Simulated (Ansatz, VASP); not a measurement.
# One calculation of InP, two programs

```
In P
1.0
     0.00000    2.95967    2.95967
     2.95967    0.00000    2.95967
     2.95967    2.95967    0.00000
In P
1 1
Direct
  0.00000 0.00000 0.00000
  0.75000 0.75000 0.75000
```

Alike in both runs: task single point; functional PBE; k mesh 10 × 10 × 10; occupations gaussian, width 0.05 eV; no spin polarisation.

|  | VASP | Ansatz |
| --- | --- | --- |
| version | VASP 6.6.1 | Ansatz 0.2.0 |
| potentials or method | VASP PAW PBE potentials, release 64 (In_d, P), cutoff 520 eV | scalar-relativistic, plane waves, PAW |
| valence electrons in the cell | 18 | 18 |

Ansatz gave:

| Quantity | Value |
| --- | --- |
| gap on the k mesh at the Fermi level (eV) | 0.55 |
| least direct gap on the mesh (eV) | 0.55 |
| pressure (GPa) | 1.3 |

Task: Estimate VASP's values.

Result: gap on the k mesh at the Fermi level (eV): 0.55; least direct gap on the mesh (eV): 0.55; pressure (GPa): 1.2.

With one functional, cell and mesh, what is left measures potentials, basis and numerics.
